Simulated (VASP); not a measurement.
Au: single point with PBE

The system is Au.

```
CELL_PARAMETERS angstrom
2.09974 2.09974 0.00000
-2.09974 2.09974 0.00000
0.00000 0.00000 4.08234
ATOMIC_POSITIONS crystal
Au 0.00000 0.00000 0.00000
Au 0.50000 0.50000 0.50000
```

This cell differs from its parent crystal: biaxial strain in the a-b plane: +1.0 %, then relaxed in part.

| Property | Result |
| --- | --- |
| Program | VASP 6.6.1 |
| Task | single point |
| Functional | PBE |
| Potentials or basis | VASP PAW PBE potentials, release 64 (Au) |
| Cutoff | 520 eV |
| k mesh | 18 × 18 × 12 |
| Occupations | gaussian, width 0.1 eV |
| Spin | no spin polarisation |
| Dipole correction | no |
| Further INCAR settings | ALGO = Fast; EDIFF = 1e-06; NBANDS = 18 |

* Pressure: -0.3 GPa
* Band gap on the k mesh: zero (band 11 reaches 12.84 eV, above the bottom of band 12 at 5.99 eV)

Stress tensor (GPa, compression positive):
```
-0.44  0.00  0.00
 0.00 -0.44  0.00
 0.00  0.00 -0.15
```

Levels at points of the mesh, in eV from the Fermi level:
| k point | band 7 | band 8 | band 9 | band 10 | band 11 | band 12 | band 13 | band 14 | band 15 | band 16 |
| --- | --- | --- | --- | --- | --- | --- | --- | --- | --- | --- |
| (0.00, 0.00, 0.00) | -3.18 | -2.94 | -2.02 | -1.67 | -1.67 | 1.47 | 5.74 | 9.51 | 9.51 | 14.57 |
| (0.50, 0.00, 0.00) | -3.62 | -3.62 | -3.11 | -3.11 | -0.50 | -0.50 | 8.57 | 8.57 | 10.05 | 10.05 |
| (0.50, 0.50, 0.00) | -1.77 | -1.77 | -1.60 | -1.60 | 1.00 | 1.00 | 5.12 | 5.12 | 9.98 | 9.98 |
| (0.00, 0.00, 0.50) | -3.37 | -3.37 | -3.37 | -3.37 | -2.63 | -2.63 | 14.21 | 14.21 | 14.21 | 14.21 |
| (0.50, 0.00, 0.50) | -2.03 | -2.03 | -1.91 | -1.91 | -0.73 | -0.73 | 2.77 | 2.77 | 13.96 | 13.96 |
| (0.50, 0.50, 0.50) | -3.16 | -3.16 | -1.77 | -1.77 | 4.17 | 4.17 | 6.15 | 6.15 | 6.15 | 6.15 |

Wall time 73 s on 1 thread of Intel(R) Xeon(R) Platinum 8488C (Sapphire Rapids), on a shared host, peak memory 0.31 GiB.

Caveat: the cell differs from its parent crystal (biaxial strain in the a-b plane: +1.0 %, then relaxed in part); spin-orbit coupling is left out, which moves the levels of the heavy elements.
